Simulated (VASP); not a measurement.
Cl:

```
Cl
1.0
     3.14500   -2.25000    0.00000
     3.14500    2.25000    0.00000
     0.00000    0.00000    8.21000
Cl
4
Cartesian
  3.1450 0.5850 3.2840
  3.1450 1.6650 7.3890
  3.1450 -0.5850 4.9260
  3.1450 -1.6650 0.8210
```

```yaml
Program: VASP 6.6.1
Task: relaxation of cell and atoms
Functional: PBE
Potentials_or_basis: VASP PAW PBE potentials, release 64 (Cl)
Cutoff: 600 eV
k_mesh: 7 × 7 × 4
Occupations: fermi-dirac, width 0.05 eV
Spin: no spin polarisation
```

At the start: pressure 0.3 GPa; volume 29.05 Å³/atom.

Q: Where does the relaxation end?

A: Over 38 steps the energy falls by 19.2 meV/atom and the volume is 35.20 Å³/atom (+21.2 %); space group Cmce (No. 64, to 0.1 Å) before and after.

The path:
| step | energy change (eV) | largest force (eV/Å) | pressure (GPa) | volume (Å³) |
| --- | --- | --- | --- | --- |
| 1 | 0.0000 | 0.1742 | 0.33 | 116.19 |
| 2 | -0.0106 | 0.1714 | 0.86 | 117.19 |
| 3 | -0.0112 | 0.2680 | 1.04 | 117.52 |
| 4 | -0.0168 | 0.2523 | 0.97 | 118.40 |
| 5 | -0.0312 | 0.2046 | 0.74 | 121.05 |
| 6 | -0.0516 | 0.1099 | 0.36 | 126.44 |
| 7 | -0.0670 | 0.1004 | -0.22 | 137.53 |
| 8 | -0.0671 | 0.1187 | -0.26 | 138.56 |
| 9 | -0.0682 | 0.1507 | 0.15 | 140.47 |
| 10 | -0.0689 | 0.0486 | -0.01 | 139.74 |
| 11 | -0.0694 | 0.0422 | -0.02 | 140.06 |
| 12 | -0.0707 | 0.0255 | -0.05 | 141.03 |
| 13 | -0.0722 | 0.0164 | -0.12 | 142.94 |
| 14 | -0.0711 | 0.1116 | -0.24 | 146.65 |
| 15 | -0.0725 | 0.0429 | -0.16 | 144.02 |
| 16 | -0.0728 | 0.0190 | -0.05 | 144.12 |
| 17 | -0.0728 | 0.0275 | -0.04 | 144.13 |
| 18 | -0.0731 | 0.0217 | -0.04 | 144.08 |
| 19 | -0.0737 | 0.0112 | -0.06 | 143.90 |
| 20 | -0.0745 | 0.0258 | -0.08 | 143.55 |
| 21 | -0.0744 | 0.0927 | -0.13 | 142.76 |
| 22 | -0.0747 | 0.0530 | -0.10 | 143.24 |
| 23 | -0.0750 | 0.0249 | -0.04 | 142.98 |
| 24 | -0.0750 | 0.0222 | 0.01 | 142.77 |
| 25 | -0.0752 | 0.0205 | 0.02 | 142.64 |
| 26 | -0.0756 | 0.0196 | 0.00 | 142.28 |
| 27 | -0.0759 | 0.0319 | -0.02 | 141.52 |
| 28 | -0.0761 | 0.0176 | 0.04 | 141.33 |
| 29 | -0.0762 | 0.0352 | 0.08 | 141.18 |
| 30 | -0.0763 | 0.0321 | 0.08 | 141.16 |
| 31 | -0.0765 | 0.0237 | 0.06 | 141.10 |
| 32 | -0.0768 | 0.0078 | 0.02 | 140.99 |
| 33 | -0.0768 | 0.0279 | -0.05 | 140.76 |
| 34 | -0.0769 | 0.0104 | -0.01 | 140.89 |
| 35 | -0.0769 | 0.0110 | -0.01 | 140.88 |
| 36 | -0.0769 | 0.0049 | -0.01 | 140.85 |
| 37 | -0.0769 | 0.0125 | 0.02 | 140.76 |
| 38 | -0.0769 | 0.0072 | 0.01 | 140.78 |

Final structure:
```
Cl
1.0
     3.90794   -2.15410    0.00000
     3.90794    2.15410    0.00000
     0.00000    0.00000    8.36199
Cl
4
Direct
  0.38762 0.61238 0.39448
  0.11238 0.88762 0.89448
  0.61238 0.38762 0.60552
  0.88762 0.11238 0.10552
```

Caveat: the volume moved by over 15 % at a fixed basis, so the end points are rough; this functional lacks dispersion, which holds the molecules together, so the pressure and a relaxed volume are unreliable.
